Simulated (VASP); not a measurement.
Runs of VASP 6.6.1 on NiO. It takes space group Fm-3m (No. 225, cubic). The conventional cell has a = 4.183 Å, b = 4.183 Å, c = 4.183 Å, α = 90.00°, β = 90.00°, γ = 90.00°. Within 2.8 Å of Ni (site symmetry m-3m) lie 6 O at 2.09 Å. Within 2.8 Å of O (site symmetry m-3m) lie 6 Ni at 2.09 Å. 

| spin | k mesh | gap on the mesh (eV) | pressure (GPa) | moment (μB) |
| --- | --- | --- | --- | --- |
| collinear, ferromagnetic start | 10 × 10 × 10 | 0.78 | -14.8 | 2.00 |
| off | 12 × 12 × 12 | (a) | -27.2 | - |
| collinear, ferromagnetic start | 6 × 6 × 6 | 0.78 | -14.8 | 2.00 |
| collinear, ferromagnetic start | 12 × 12 × 12 | 0.78 | -14.8 | 2.00 |

Alike in all rows: task single point; level LDA+U; potentials or basis VASP PAW LDA potentials, release 64 (Ni, O); Ni d U = 4.2 eV; cell as given; cutoff (eV) 520; smearing gaussian 0.05 eV.

Task: Estimate the missing entries.

Result: (a) none.

Caveats: some runs use coarse meshes; a cell with one magnetic atom can't hold antiferromagnetic order, which such compounds often take (some runs); U without spin polarisation on a metal has little footing (some runs).

A k mesh can miss the band edges.
